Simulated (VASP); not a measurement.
Runs of VASP 6.6.1 on NaCl. The structure is that of space group Fm-3m (No. 225), or close to it. The cells are those of the table. 

```tsv
cell	gap on the mesh (eV)	pressure (GPa)
a = 3.946, b = 3.946, c = 3.960 Å, angles 60.1, 60.1, 90.0°, 2 atoms	6.02	0.0
a = 3.985, b = 3.985, c = 3.969 Å, angles 59.9, 59.9, 90.0°, 2 atoms	5.96	-0.4
a = 3.946, b = 3.946, c = 3.961 Å, angles 60.1, 60.1, 90.0°, 2 atoms	6.02	0.0
a = 3.985, b = 3.985, c = 3.970 Å, angles 59.9, 59.9, 90.0°, 2 atoms	5.96	-0.4
a = 3.926, b = 3.926, c = 3.958 Å, angles 60.3, 60.3, 90.0°, 2 atoms	6.05	0.2
a = 3.965 Å, angles 60.0, 60.0, 90.0°, 2 atoms	5.99	-0.2
a = 3.926, b = 3.926, c = 3.954 Å, angles 60.2, 60.2, 90.0°, 2 atoms	(a)	(c)
a = 3.886, b = 3.886, c = 3.942 Å, angles 60.5, 60.5, 90.0°, 2 atoms	6.12	0.8
a = 3.886, b = 3.886, c = 3.950 Å, angles 60.5, 60.5, 90.0°, 2 atoms	6.10	(b)
```

Alike in all rows: task single point; level r2SCAN; potentials or basis VASP PAW PBE potentials, release 64 (Na_pv, Cl); no spin polarisation; k mesh 8 × 8 × 8; cutoff (eV) 520; smearing gaussian 0.01 eV.

Task: Fill in the values left out.

Result: (a) 6.06; (b) 0.7; (c) 0.3.

Caveats: the PAW data sets were made with another functional, which shifts forces and pressure a little.

A k mesh can miss the band edges.
